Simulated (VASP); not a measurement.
Be, 1 atom in the cell. Symmetry: R-3m, No. 166, trigonal system. The conventional cell has a = 3.491 Å, b = 3.491 Å, c = 2.236 Å, α = 90.00°, β = 90.00°, γ = 120.00°. Within 2.8 Å of Be (site symmetry -3m) lie 14 Be at 2.15 to 2.51 Å.  This cell differs from its parent crystal: equal xy, yz and zx shear strains of +3 %.

* Program: VASP 6.6.1
* Task: single point
* Functional: PBE
* Potentials or basis: VASP PAW PBE potentials, release 64 (Be)
* Cutoff: 520 eV
* k mesh: 23 × 23 × 23
* Occupations: fermi-dirac, width 0.03 eV
* Spin: no spin polarisation
* Dipole correction: no
* Further INCAR settings: ALGO = Normal; EDIFF = 1e-06; NBANDS = 7

Potentials or basis: VASP PAW PBE potentials, release 64 (Be).

Launch:

```bash
$ cat potpaw_PBE.64/Be/POTCAR > POTCAR
$ mpirun -np 1 vasp_std > vasp.out
```

Hardware: 1 thread of Intel Xeon 6975P-C, on a shared host.

Problem. Estimate the wall time of this run.

Solution. It took 16 s on 1 thread of Intel Xeon 6975P-C (shared host), peak memory 0.16 GiB. Counts: scf iterations 9, k points 1156.
